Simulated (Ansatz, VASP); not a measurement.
## HC8 in VASP and in Ansatz

```
C H
1.0
     4.93130    0.00000    0.00000
    -2.46565    4.27064    0.00000
     0.00000    0.00000   17.00003
C H
8 1
Cartesian
  1.2328 0.7118 4.0000
  0.0000 2.8471 4.0000
  3.6985 0.7118 4.0000
  2.4657 2.8471 4.0000
  0.0000 1.4235 4.0000
  -1.2328 3.5589 4.0000
  2.4657 1.4235 4.0000
  1.2328 3.5589 4.0000
  1.6438 0.7118 4.5800
```

Alike in both runs: task single point; functional PBE; dispersion D3(BJ); k mesh 6 × 6 × 1; occupations gaussian, width 0.1 eV; collinear spin.

```csv
,VASP,Ansatz
version,VASP 6.6.1,Ansatz 0.2.0
potentials or method,"VASP PAW PBE potentials, release 64 (C, H), cutoff 520 eV","scalar-relativistic, plane waves, PAW"
valence electrons in the cell,33,33
```

VASP gave:

* gap on the k mesh at the Fermi level (eV): none
* rms of the force components (eV/Å): 12.188
* net moment per atom (μB): 0.02
* size of the moment on the site where the two differ most (μB): 0.03

Question: Which values does Ansatz return?

Answer: gap on the k mesh at the Fermi level (eV): none; rms of the force components (eV/Å): 12.028; net moment per atom (μB): 0.02; size of the moment on the site where the two differ most (μB): 0.01.

Site moments also hang on the region over which each program counts them. Atom by atom the forces differ by 0.161 eV/Å (rms over components). A gap of «none» marks a metal or a gap that the smearing closes.
